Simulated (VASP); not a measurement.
**SbAs2: relaxation of cell and atoms with PBE**

SbAs2:

```
CELL_PARAMETERS angstrom
4.41980 0.00000 0.00000
-2.20990 3.82766 0.00000
0.00000 0.00000 9.23971
ATOMIC_POSITIONS crystal
Sb 0.33333 0.66667 0.00000
Sb 0.66667 0.33333 0.00000
As 0.00000 0.00000 0.50000
As 0.00000 0.00000 0.23000
As 0.00000 0.00000 0.77000
As 0.00000 0.00000 0.00000
```

The cell was built from a structure type or drawn by symmetry, and may not be a known phase.

| Quantity | Value |
| --- | --- |
| Program | VASP 6.6.1 |
| Task | relaxation of cell and atoms |
| Functional | PBE |
| Potentials or basis | VASP PAW PBE potentials, release 64 (Sb, As) |
| Cutoff | 600 eV |
| k mesh | 6 × 6 × 2 |
| Occupations | gaussian, width 0.1 eV |
| Spin | no spin polarisation |
| Dipole correction | no |
| Further INCAR settings | ALGO = Normal; EDIFF = 1e-06; IBRION = 2; EDIFFG = -0.04; NSW = 90; ISIF = 3 |

```
Relaxed volume                        : 40.16 Å³/atom
Relaxed cell                          : a = 5.390 Å, b = 5.390 Å, c = 9.578 Å, α = 90.00°, β = 90.00°, γ = 120.00°
Space group after relaxing (to 0.1 Å) : P6/mmm (No. 191)
Energy gained by relaxing             : 1326.9 meV/atom
Ionic steps                           : 10
Pressure after relaxing               : 0.0 GPa
Band gap on the k mesh                : zero (bands 15 and 16 overlap by 1.25 eV)
```

Forces in eV/Å, atoms in the order of the input:
```
Sb   0.000  0.000  0.000
Sb   0.000  0.000  0.000
As   0.000  0.000  0.000
As   0.000  0.000 -0.002
As   0.000  0.000  0.002
As   0.000  0.000  0.000
```

Stress tensor (GPa, compression positive):
```
-0.03  0.00  0.00
 0.00 -0.03  0.00
 0.00  0.00  0.15
```

Step by step:
```csv
step,energy change (eV),largest force (eV/Å),pressure (GPa),volume (Å³)
1,0.0000,7.1700,34.61,156.31
2,-6.1024,0.8191,-5.20,319.79
3,-7.4431,1.0753,-1.35,238.28
4,-7.4457,0.9725,-1.99,244.29
5,-7.4480,1.0076,-1.77,242.11
6,-7.8177,0.5539,2.16,234.29
7,-7.9538,0.1867,0.42,236.92
8,-7.9538,0.1595,0.49,236.80
9,-7.9612,0.0302,0.12,240.11
10,-7.9615,0.0022,0.03,240.98
```

Final structure:
```yaml
crystal:
  lattice:
    - [5.39004, 0.00000, 0.00000]
    - [-2.69502, 4.66792, 0.00000]
    - [0.00000, 0.00000, 9.57792]
  atoms:
    - { symbol: Sb, position: [0.33333, 0.66667, 0.00000] }
    - { symbol: Sb, position: [0.66667, 0.33333, 0.00000] }
    - { symbol: As, position: [0.00000, 0.00000, 0.50000] }
    - { symbol: As, position: [0.00000, 0.00000, 0.25913] }
    - { symbol: As, position: [0.00000, 0.00000, 0.74087] }
    - { symbol: As, position: [0.00000, 0.00000, 0.00000] }
```

Levels at points of the mesh, in eV from the Fermi level:
```tsv
k point	band 13	band 14	band 15	band 16	band 17	band 18
(0.00, 0.00, 0.00)	-1.33	-1.33	-0.59	-0.59	1.42	2.06
(0.50, 0.00, 0.00)	-0.52	-0.25	-0.11	0.72	1.09	1.66
(0.00, 0.00, 0.50)	-1.71	-1.71	-0.93	0.27	0.27	1.32
(0.50, 0.00, 0.50)	-0.96	-0.23	-0.14	-0.06	0.25	1.13
```

It took 7.9 min on 1 thread of Intel(R) Xeon(R) Platinum 8259CL CPU @ 2.50GHz (Skylake/Cascade Lake), with other jobs on the host, peak memory 0.34 GiB.

Caveat: the volume moved by over 15 % at a fixed basis, so the end points are rough; spin-orbit coupling is left out, which moves the levels of the heavy elements.
